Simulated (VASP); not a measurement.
Here is a VASP 6.6.1 calculation.

INCAR

```
ALGO = Normal
EDIFF = 1E-6
ENCUT = 520
GGA = PE
GGA_COMPAT = F
ISIF = 2
ISMEAR = 0
LASPH = T
LCHARG = F
LREAL = F
LWAVE = F
NBANDS = 15
NELM = 120
PREC = Accurate
SIGMA = 0.1
```

KPOINTS

```
k-points
0
Gamma
  3 1 2
```

Contents of POSCAR:

```
KF
1.0
    0.0000000000      2.8128779093      2.8128779093
    2.8128779093      0.0000000000      2.8128779093
    2.8128779093      2.8128779093      0.0000000000
K F
1 1
Direct
   -0.0002056613      0.0042996889      0.0002031727
    0.5004228926      0.4911516051      0.4995821167
```

Potentials or basis: VASP PAW PBE potentials, release 64 (K_sv, F).

The run is started by

```sh
$ cat potpaw_PBE.64/K_sv/POTCAR potpaw_PBE.64/F/POTCAR > POTCAR
$ mpirun -np 1 vasp_std > vasp.out
```

**Question.** Predict the band gap on the k mesh.

**Answer.** 5.31 eV, direct.

**Question.** Predict the largest force.

**Answer.** 0.040 eV/Å.

Forces in eV/Å, atoms in the order of the input:
```
K   -0.027  0.000 -0.030
F    0.027  0.000  0.030
```

Caveat: the k points lie up to 1.93 Å⁻¹ apart.
